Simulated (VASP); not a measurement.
A run of VASP 6.6.1:

File INCAR:

```
SYSTEM = In2BiSb
  PREC = Accurate
  ENCUT = 520
  EDIFF = 1E-7
  ISMEAR = 0
  SIGMA = 0.05
  LREAL = .False.
  LASPH = .True.
  NELM = 80
  ALGO = Normal
  ISIF = 2
  LWAVE = .False.
  LCHARG = .False.
  GGA = PE
  NBANDS = 31
```

The input KPOINTS:

```
Automatic mesh
0
Gamma
  4 4 4
  0 0 0
```

Contents of POSCAR:

```
In2BiSb
1.0
    4.7129019346      0.0000000000      0.0000000000
    0.0000000000      4.7129019346      0.0000000000
    0.0000000000      0.0000000000      6.6420055272
Sb In Bi
1 2 1
Direct
    0.0000000000      0.0000000000      0.0000000000
    0.0000000000      0.5000000000      0.7566036936
    0.5000000000      0.0000000000      0.2433963064
    0.5000000000      0.5000000000      0.5000000000
```

Potentials or basis: VASP PAW PBE potentials, release 64 (Sb, In_d, Bi_d).

The run is started by

```sh
$ cat potpaw_PBE.64/Sb/POTCAR potpaw_PBE.64/In_d/POTCAR potpaw_PBE.64/Bi_d/POTCAR > POTCAR
$ mpirun -np 1 vasp_std > vasp.out
```

Hardware: 1 thread of Intel(R) Xeon(R) Platinum 8259CL CPU @ 2.50GHz (Skylake/Cascade Lake), on a shared host.

Question: How long does it take, and how much memory?

Answer: It took 78 s on 1 thread of Intel(R) Xeon(R) Platinum 8259CL CPU @ 2.50GHz (Skylake/Cascade Lake), on a shared host, peak memory 0.29 GiB. Counts: scf iterations 15, k points 18.
